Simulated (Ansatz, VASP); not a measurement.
TiO2: VASP beside Ansatz

```
Ti O
1.0
    -3.77794    0.00000    0.00000
     0.00000   -3.77794    0.00000
     0.00000    0.00000   15.58280
Ti O
4 8
Direct
  0.00000 0.00000 0.53809
  0.50000 0.50000 0.23061
  0.50000 0.00000 0.38435
  0.00000 0.50000 0.07687
  0.50000 0.50000 0.35809
  0.00000 0.00000 0.05061
  0.50000 0.00000 0.51183
  0.00000 0.50000 0.20435
  0.50000 0.00000 0.25687
  0.00000 0.50000 0.56435
  0.00000 0.00000 0.41061
  0.50000 0.50000 0.10313
```

Alike in both runs: task single point; functional r2SCAN; k mesh 6 × 6 × 3; occupations gaussian, width 0.05 eV; no spin polarisation.

```csv
,VASP,Ansatz
version,VASP 6.6.1,Ansatz 0.2.0
potentials or method,"VASP PAW PBE potentials, release 64 (Ti_sv, O), cutoff 520 eV","scalar-relativistic, plane waves, PAW"
valence electrons in the cell,96,96
```

Ansatz gave:

| Item | Value |
| --- | --- |
| gap on the k mesh at the Fermi level (eV) | 1.99 |
| least direct gap on the mesh (eV) | 2.45 |
| rms of the force components (eV/Å) | 0.405 |

Q: Which values does VASP return?

A: gap on the k mesh at the Fermi level (eV): 2.01; least direct gap on the mesh (eV): 2.48; rms of the force components (eV/Å): 0.384.

VASP's potentials were made for PBE, not for r2SCAN. Atom by atom the forces differ by 0.028 eV/Å (rms over components).
